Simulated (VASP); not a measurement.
# Sn (Pm-3n) in VASP: relaxation of cell and atoms with PBEsol

Aim: the relaxation of cell and atoms of Sn with PBEsol.

Program: VASP 6.6.1. These are calculated values, not measurements. Logs are shortened: lines on timing, memory, paths and dates and some standing lists are left out, and cuts for length are marked.

## 1. The cell of the first run

It takes space group Pm-3n (No. 223, cubic). The conventional cell has a = 6.023 Å, b = 6.023 Å, c = 6.023 Å, α = 90.00°, β = 90.00°, γ = 90.00°. Within 4.4 Å of Sn (site symmetry m-3) lie 12 Sn at 3.37 Å. Within 4.0 Å of Sn (site symmetry -4m2) lie 14 Sn at 3.01 to 3.69 Å.

## 2. Relaxation of cell and atoms, PBEsol

File INCAR:

```
SYSTEM = Sn
PREC     = Accurate       ! precision mode
ENCUT    = 600            ! plane-wave cutoff, eV
EDIFF    = 1E-6           ! SCF threshold, eV
ISMEAR   = 0              ! smearing method
SIGMA    = 0.1            ! smearing width, eV
LREAL    = .FALSE.        ! projectors in reciprocal space
LASPH    = .TRUE.         ! aspherical terms in the spheres
NELM     = 60             ! most SCF steps
ALGO     = Fast           ! electronic algorithm
ISIF     = 3              ! what is computed and relaxed
LWAVE    = .FALSE.        ! write WAVECAR
LCHARG   = .FALSE.        ! write CHGCAR
GGA      = PS             ! functional
IBRION   = 2              ! ionic algorithm
NSW      = 100            ! ionic steps
EDIFFG   = -0.01          ! ionic threshold
```

File KPOINTS:

```
regular mesh
0
G
  6 6 6
  0 0 0
```

File POSCAR:

```
Sn
1.0
    6.0226236252      0.0000000000      0.0000000000
    0.0000000000      6.0226236252      0.0000000000
    0.0000000000      0.0000000000      6.0226236252
Sn
8
Direct
    0.5000000000      0.5000000000      0.5000000000
    0.0000000000      0.0000000000      0.0000000000
    0.2500000000      0.0000000000      0.5000000000
    0.5000000000      0.2500000000      0.0000000000
    0.5000000000      0.7500000000      0.0000000000
    0.7500000000      0.0000000000      0.5000000000
    0.0000000000      0.5000000000      0.7500000000
    0.0000000000      0.5000000000      0.2500000000
```

Potentials or basis: VASP PAW PBE potentials, release 64 (Sn_d).

Launch:

```sh
cat potpaw_PBE.64/Sn_d/POTCAR > POTCAR
mpirun -np 1 vasp_std > vasp.out
```

OUTCAR:

```text
SYSTEM = Sn
   PREC = Accurate
   ENCUT = 600
   EDIFF = 1E-6
   ISMEAR = 0
   LREAL = .FALSE.
   LASPH = .TRUE.
   NELM = 60
   ISIF = 3
   GGA = PS
   IBRION = 2
   NSW = 100
   EDIFFG = -0.01

 ion  position               nearest neighbor table
   1  0.500  0.500  0.500-   3 3.37   4 3.37   5 3.37   6 3.37   7 3.37   8 3.37   4 3.37   5 3.37
                             3 3.37   6 3.37   7 3.37   8 3.37
   2  0.000  0.000  0.000-   3 3.37   4 3.37   5 3.37   6 3.37   7 3.37   8 3.37   3 3.37   6 3.37
                             7 3.37   8 3.37   4 3.37   5 3.37
   3  0.250  0.000  0.500-   6 3.01   6 3.01   1 3.37   2 3.37   1 3.37   2 3.37   8 3.69   5 3.69
                             4 3.69   5 3.69   4 3.69   7 3.69   8 3.69   7 3.69
   4  0.500  0.250  0.000-   5 3.01   5 3.01   1 3.37   1 3.37   2 3.37   2 3.37   8 3.69   3 3.69
                             3 3.69   6 3.69   6 3.69   7 3.69   7 3.69   8 3.69
   5  0.500  0.750  0.000-   4 3.01   4 3.01   1 3.37   1 3.37   2 3.37   2 3.37   8 3.69   3 3.69
                             3 3.69   6 3.69   6 3.69   7 3.69   7 3.69   8 3.69
   6  0.750  0.000  0.500-   3 3.01   3 3.01   1 3.37   2 3.37   1 3.37   2 3.37   8 3.69   4 3.69
                             4 3.69   5 3.69   5 3.69   7 3.69   8 3.69   7 3.69
   7  0.000  0.500  0.750-   8 3.01   8 3.01   1 3.37   2 3.37   2 3.37   1 3.37   3 3.69   4 3.69
                             5 3.69   3 3.69   6 3.69   6 3.69   4 3.69   5 3.69
   8  0.000  0.500  0.250-   7 3.01   7 3.01   1 3.37   2 3.37   2 3.37   1 3.37   3 3.69   4 3.69
                             5 3.69   3 3.69   6 3.69   6 3.69   4 3.69   5 3.69

  LATTYP: Found a simple cubic cell.
 ALAT       =     6.0226236252

  Lattice vectors:

 A1 = (   6.0226236252,   0.0000000000,   0.0000000000)
 A2 = (   0.0000000000,   6.0226236252,   0.0000000000)
 A3 = (   0.0000000000,   0.0000000000,   6.0226236252)

Analysis of symmetry for initial positions (statically):
=====================================================================
 Subroutine PRICEL returns:
 Original cell was already a primitive cell.

 Routine SETGRP: Setting up the symmetry group for a
 simple cubic supercell.

 Subroutine GETGRP returns: Found 48 space group operations
 (whereof 24 operations were pure point group operations)
 out of a pool of 48 trial point group operations.

The static configuration has the point symmetry T_h .
 The point group associated with its full space group is O_h .

Analysis of symmetry for dynamics (positions and initial velocities):
=====================================================================
 Subroutine PRICEL returns:
 Original cell was already a primitive cell.

 Routine SETGRP: Setting up the symmetry group for a
 simple cubic supercell.

 Subroutine GETGRP returns: Found 48 space group operations
 (whereof 24 operations were pure point group operations)
 out of a pool of 48 trial point group operations.

The dynamic configuration has the point symmetry T_h .
 The point group associated with its full space group is O_h .

 Subroutine INISYM returns: Found 48 space group operations
 (whereof 24 operations are pure point group operations),
 and found     1 'primitive' translations

----------------------------------------------------------------------------------------

                                     Primitive cell

  volume of cell :     218.4526

  direct lattice vectors                    reciprocal lattice vectors
     6.022623625  0.000000000  0.000000000     0.166040593  0.000000000  0.000000000
     0.000000000  6.022623625  0.000000000     0.000000000  0.166040593  0.000000000
     0.000000000  0.000000000  6.022623625     0.000000000  0.000000000  0.166040593

  length of vectors
     6.022623625  6.022623625  6.022623625     0.166040593  0.166040593  0.166040593

  position of ions in fractional coordinates (direct lattice)
     0.500000000  0.500000000  0.500000000
     0.000000000  0.000000000  0.000000000
     0.250000000  0.000000000  0.500000000
     0.500000000  0.250000000  0.000000000
     0.500000000  0.750000000  0.000000000
     0.750000000  0.000000000  0.500000000
     0.000000000  0.500000000  0.750000000
     0.000000000  0.500000000  0.250000000

  ion indices of the primitive-cell ions
   primitive index   ion index
                 1           1
                 2           2
                 3           3
                 4           4
                 5           5
                 6           6
                 7           7
                 8           8

----------------------------------------------------------------------------------------

 KPOINTS: regular mesh

Automatic generation of k-mesh.
 Grid dimensions read from file:
 generate k-points for:    6    6    6

 Generating k-lattice:

  Cartesian coordinates                     Fractional coordinates (reciprocal lattice)
     0.027673432  0.000000000  0.000000000     0.166666667  0.000000000  0.000000000
     0.000000000  0.027673432  0.000000000     0.000000000  0.166666667  0.000000000
     0.000000000  0.000000000  0.027673432     0.000000000  0.000000000  0.166666667

  Length of vectors
     0.027673432  0.027673432  0.027673432

  Shift w.r.t. Gamma in fractional coordinates (k-lattice)
     0.000000000  0.000000000  0.000000000

 Subroutine IBZKPT returns following result:
 ===========================================

 Found     20 irreducible k-points:

 Following reciprocal coordinates:
            Coordinates               Weight
  0.000000  0.000000  0.000000      1.000000
  0.166667  0.000000  0.000000      6.000000
  0.333333  0.000000  0.000000      6.000000
  0.500000  0.000000  0.000000      3.000000
  0.166667  0.166667  0.000000     12.000000
  0.333333  0.166667  0.000000     24.000000
[... 12 lines left out ...]
  0.500000  0.500000  0.333333      6.000000
  0.500000  0.500000  0.500000      1.000000
   k-points           NKPTS =     20   k-points in BZ     NKDIM =     20   number of bands    NBANDS=     67
   number of dos      NEDOS =    301   number of ions     NIONS =      8
   total plane-waves  NPLWV = 110592
   dimension x,y,z NGX =    48 NGY =   48 NGZ =   48
   dimension x,y,z NGXF=    96 NGYF=   96 NGZF=   96
   ions per type =               8
   NGX,Y,Z   is equivalent  to a cutoff of  13.25, 13.25, 13.25 a.u.
   NGXF,Y,Z  is equivalent  to a cutoff of  26.50, 26.50, 26.50 a.u.
 SYSTEM =  Sn
   PREC   = accura    normal or accurate (medium, high low for compatibility)
   ISTART =      0    job   : 0-new  1-cont  2-samecut
   ICHARG =      2    charge: 1-file 2-atom 10-const
   ISPIN  =      1    spin polarized calculation?
   LNONCOLLINEAR =      F non collinear calculations
   LSORBIT =      F    spin-orbit coupling
   LASPH  =      T    aspherical Exc in radial PAW
   ENCUT  =  600.0 eV  44.10 Ry    6.64 a.u.  12.03 12.03 12.03*2*pi/ulx,y,z
   NELM   =     60;   NELMIN=  2; NELMDL= -5     # of ELM steps
   EDIFF  = 0.1E-05   stopping-criterion for ELM
   LREAL  =      F    real-space projection
   EDIFFG = -.1E-01   stopping-criterion for IOM
   NSW    =    100    number of steps for IOM
   IBRION =      2    ionic relax: 0-MD 1-quasi-New 2-CG
   NFREE  =      1    steps in history (QN), initial steepest desc. (CG)
   ISIF   =      3    stress and relaxation
   ISYM   =      2    0-nonsym 1-usesym 2-fastsym
   POTIM  = 0.5000    time-step for ionic-motion
   TEBEG  =    0.0;   TEEND  =   0.0 temperature during run
   PSTRESS=    0.0 pullay stress
   NELECT =     112.0000    total number of electrons
   NUPDOWN=      -1.0000    fix difference up-down
   EMIN   =  10.00;   EMAX   =-10.00  energy-range for DOS
   EFERMI =   0.00;   METHOD = LEGACY
   ISMEAR =     0;   SIGMA  =   0.10  broadening in eV -4-tet -1-fermi 0-gaus
   EFERMI_NEDOS =   21; number of points for ismear=-14 and -15
   IALGO  =     68    algorithm
   IMIX   =      4    mixing-type and parameters
     AMIX     =   0.40;   BMIX     =  1.00
     AMIX_MAG =   1.60;   BMIX_MAG =  1.00
  volume/ion in A,a.u.               =      27.31       184.27
  Fermi-wavevector in a.u.,A,eV,Ry     =   1.310273  2.476057 23.358690  1.716815
  Thomas-Fermi vector in A             =   2.440815
   LORBIT       =      0    0 simple, 1 ext, 2 COOP (PROOUT), +10 PAW based schemes
   GGA     = PS    functional components
   LHFCALC =     F    Hartree Fock is set to
   AEXX    =    0.0000 exact exchange contribution
   IVDW    =     0    specifies the selected vdW correction
   LEPSILON=     F    determine dielectric tensor
   LRPA    =     F    only Hartree local field effects (RPA)
 conjugate gradient relaxation of ions
 non-spin polarized calculation
 RMM-DIIS sequential band-by-band and
 Gauss-broadening in eV      SIGMA  =   0.10
  energy-cutoff  :      600.00
  volume of cell :      218.45
 maximum number of plane-waves:      7320
   NGX = 25   NGY = 25   NGZ = 25

--------------------------------------- Ionic step        1  -------------------------------------------

 number of electron     112.0000052 magnetization

 Free energy of the ion-electron system (eV)
  ---------------------------------------------------
  ext. energy  EPLUGINS =         0.00000000
  ---------------------------------------------------
  free energy    TOTEN  =       -33.33639410 eV

  energy without entropy =      -33.31008036  energy(sigma->0) =      -33.32323723

------------------------ aborting loop because EDIFF is reached ----------------------------------------

  FORCE on cell =-STRESS in cart. coord.  units (eV):
  Direction    XX          YY          ZZ          XY          YZ          ZX
  --------------------------------------------------------------------------------------
  -------------------------------------------------------------------------------------
  Total       -0.8819480     -0.8819480     -0.8819480      0.0000000      0.0000000     -0.0000000
  in kB       -6.4683929     -6.4683929     -6.4683929      0.0000000      0.0000000     -0.0000000
  external PRESSURE =      -6.4683929 kB  Pullay stress =       0.0000000 kB
[... 111 lines left out ...]
  energy  without entropy=      -33.3165651751  energy(sigma->0) =      -33.32963376

--------------------------------------- Ionic step        4  -------------------------------------------

 number of electron     112.0000012 magnetization

 Free energy of the ion-electron system (eV)
  ---------------------------------------------------
  ext. energy  EPLUGINS =         0.00000000
  ---------------------------------------------------
  free energy    TOTEN  =       -33.34272589 eV

  energy without entropy =      -33.31659292  energy(sigma->0) =      -33.32965941

 E-fermi :   8.0568     XC(G=0): -10.5355

 val. band max:        8.0011762522   @ k =   0.5000   0.5000   0.3333
 cond. band min:       8.0643822593   @ k =   0.3333   0.1667   0.1667
 fundamental gap:      0.0632060071
 Fermi energy:         8.0568363628

 k-point     1 :       0.0000    0.0000    0.0000
  band No.  band energies     occupation
      1     -13.5692      2.00000
      2     -13.5612      2.00000
      3     -13.5612      2.00000
      4     -13.4386      2.00000
      5     -13.4386      2.00000
      6     -13.4386      2.00000
[... 1424 lines left out ...]
  FREE ENERGIE OF THE ION-ELECTRON SYSTEM (eV)
  ---------------------------------------------------
  free  energy   TOTEN  =       -33.3427258934 eV

  energy  without entropy=      -33.3165929216  energy(sigma->0) =      -33.32965941

 reached required accuracy - stopping structural energy minimisation
```

Wall time 8 min (1 thread of Intel Xeon 6975P-C (Granite Rapids), shared host); peak memory 0.49 GiB.

What came out:

```
Free energy                           : -33.3427 eV
Relaxed volume                        : 26.95 Å³/atom
Relaxed cell                          : a = 5.996 Å, b = 5.996 Å, c = 5.996 Å, α = 90.00°, β = 90.00°, γ = 90.00°
Space group after relaxing (to 0.1 Å) : Pm-3n (No. 223)
Energy gained by relaxing             : 0.8 meV/atom
Ionic steps                           : 4
Pressure after relaxing               : 0.0 GPa
Band gap on the k mesh                : zero (bands 56 and 57 overlap by 1.59 eV)
```

The path:
| step | energy change (eV) | largest force (eV/Å) | pressure (GPa) | volume (Å³) |
| --- | --- | --- | --- | --- |
| 1 | 0.0000 | 0.0000 | -0.65 | 218.45 |
| 2 | -0.0061 | 0.0000 | 0.38 | 214.99 |
| 3 | -0.0063 | 0.0000 | -0.09 | 215.75 |
| 4 | -0.0063 | 0.0000 | -0.02 | 215.61 |

Final structure:
```
Sn
1.0
     5.99637    0.00000    0.00000
     0.00000    5.99637    0.00000
     0.00000    0.00000    5.99637
Sn
8
Cartesian
  2.9982 2.9982 2.9982
  5.9964 5.9964 0.0000
  1.4991 5.9964 2.9982
  2.9982 1.4991 5.9964
  2.9982 4.4973 5.9964
  4.4973 0.0000 2.9982
  5.9964 2.9982 4.4973
  0.0000 2.9982 1.4991
```

Levels at points of the mesh, in eV from the Fermi level:
| k point | band 52 | band 53 | band 54 | band 55 | band 56 | band 57 | band 58 | band 59 | band 60 | band 61 |
| --- | --- | --- | --- | --- | --- | --- | --- | --- | --- | --- |
| (0.00, 0.00, 0.00) | -2.68 | -2.68 | -1.56 | -1.56 | -1.56 | -0.40 | -0.40 | -0.40 | -0.13 | 2.45 |
| (0.50, 0.00, 0.00) | -2.42 | -1.64 | -1.64 | -0.63 | -0.63 | 0.09 | 0.09 | 0.60 | 0.60 | 2.28 |
| (0.50, 0.50, 0.00) | -2.62 | -0.42 | -0.34 | 0.25 | 0.25 | 0.38 | 0.38 | 1.00 | 1.21 | 2.48 |
| (0.50, 0.50, 0.50) | 0.10 | 0.10 | 0.10 | 0.60 | 0.60 | 1.72 | 1.72 | 1.72 | 1.72 | 1.72 |

Caveat: the PAW data sets were made with another functional, which shifts forces and pressure a little; spin-orbit coupling is left out, which moves the levels of the heavy elements.

The gap in the log of VASP goes by the Fermi energy; the results here count the filled bands.